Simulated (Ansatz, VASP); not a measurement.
Two plane-wave programs on Ni

```
Ni
1.0
     2.56136    0.00000    0.00000
    -1.28068    2.21820    0.00000
     0.00000    0.00000    8.39297
Ni
4
Direct
  0.00000 0.00000 0.00000
  0.00000 0.00000 0.50000
  0.33333 0.66667 0.25000
  0.66667 0.33333 0.75000
```

Alike in both runs: task single point; functional BLYP; k mesh 16 × 16 × 5; occupations fermi-dirac, width 0.05 eV; collinear spin.

|  | VASP | Ansatz |
| --- | --- | --- |
| version | VASP 6.6.1 | Ansatz 0.2.0 |
| potentials or method | VASP PAW PBE potentials, release 64 (Ni), cutoff 520 eV | plane waves (420 eV) with PAW, scalar-relativistic |
| valence electrons in the cell | 40 | 72 |

|  | VASP | Ansatz | Ansatz less VASP |
| --- | --- | --- | --- |
| pressure (GPa) | -5.9 | -6.1 | -0.18 |
| traceless stress, the component that is largest in VASP (GPa) | 0.30 | 0.24 | -0.065 |
| net moment per atom (μB) | 0.61 | 0.63 | +0.018 |
| size of the moment on the site where the two differ most (μB) | 0.63 | 0.67 | +0.039 |

VASP's potentials were made for PBE, not for BLYP. Site moments also hang on the region over which each program counts them. The functional is the same, so the differences come from potentials, cutoffs and numerics. VASP's potentials hold 40 valence electrons a cell and Ansatz's 72, so a difference there can come from the potentials and not from the codes.
